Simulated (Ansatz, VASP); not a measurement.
## Two plane-wave programs on Co

The input INCAR:

```
SYSTEM = Co
PREC = Accurate ; ENCUT = 520
EDIFF = 1E-6 ; ISMEAR = -1
SIGMA = 0.1 ; LREAL = .FALSE.
LASPH = .TRUE. ; NELM = 60
ALGO = Normal ; ISIF = 2
LWAVE = .FALSE. ; LCHARG = .FALSE.
GGA = PE ; NBANDS = 10
```

File KPOINTS:

```
Automatic mesh
0
G
  26 26 26
  0 0 0
```

File POSCAR:

```
Co
1.0
   -1.3450430449      1.3450430449      1.3450430449
    1.3450430449     -1.3450430449      1.3450430449
    1.3450430449      1.3450430449     -1.3450430449
Co
1
Direct
    0.0000000000      0.0000000000      0.0000000000
```

Input for Ansatz:

```yaml
crystal:
  lattice:
    - [-1.3450430449, 1.3450430449, 1.3450430449]
    - [1.3450430449, -1.3450430449, 1.3450430449]
    - [1.3450430449, 1.3450430449, -1.3450430449]
  atoms:
    - { symbol: Co, position: [0.0, 0.0, 0.0] }
hamiltonian:
  xc: pbe
  pseudopotentials:
    kind: paw
    azcp:
      Co: "pseudopotentials/Co.paw.azcp"
basis:
  ecutwfc: 420
  fft_grid_basis: typed
kpoints:
  mp_grid: { grid: [26, 26, 26], shift: [0, 0, 0] }
magnetization:
  spin_polarized: false
scf:
  occupations: { method: fermi_dirac, width: 0.1 }
output:
  stress: true
```

Alike in both runs: task single point; functional PBE; k mesh 26 × 26 × 26; occupations fermi-dirac, width 0.1 eV; no spin polarisation.

```csv
,VASP,Ansatz
version,VASP 6.6.1,Ansatz 0.2.0
potentials or method,"VASP PAW PBE potentials, release 64 (Co), cutoff 520 eV","plane waves (420 eV) with PAW, scalar-relativistic"
valence electrons in the cell,9,17
```

|  | VASP | Ansatz | Ansatz less VASP |
| --- | --- | --- | --- |
| pressure (GPa) | 22.6 | 23.9 | +1.32 |

VASP's potentials hold 9 valence electrons a cell and Ansatz's 17, so a difference there can come from the potentials and not from the codes.
